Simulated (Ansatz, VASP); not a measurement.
# C: VASP beside Ansatz

```xyz
1
Lattice="1.7700 0.0000 0.0000 0.0000 1.7700 0.0000 0.0000 0.0000 1.7700" Properties=species:S:1:pos:R:3 pbc="T T T"
C     0.0000    0.0000    0.0000
```

Alike in both runs: functional r2SCAN; k mesh 16 × 16 × 16; occupations fermi-dirac, width 0.1 eV; no spin polarisation.

Ansatz relaxed the structure, and its values are those at the end. VASP's run is a single point on that final structure, the one shown.

|  | VASP | Ansatz |
| --- | --- | --- |
| version | VASP 6.6.1 | Ansatz 0.2.0 |
| potentials or method | VASP PAW PBE potentials, release 64 (C), cutoff 520 eV | plane waves (500 eV) with PAW, scalar-relativistic |
| valence electrons in the cell | 4 | 4 |

Ansatz gave:

* pressure (GPa): 0.0

Q: Which values does VASP return?

A: Pressure (GPa): 0.6.

VASP's potentials were made for PBE, not for r2SCAN.
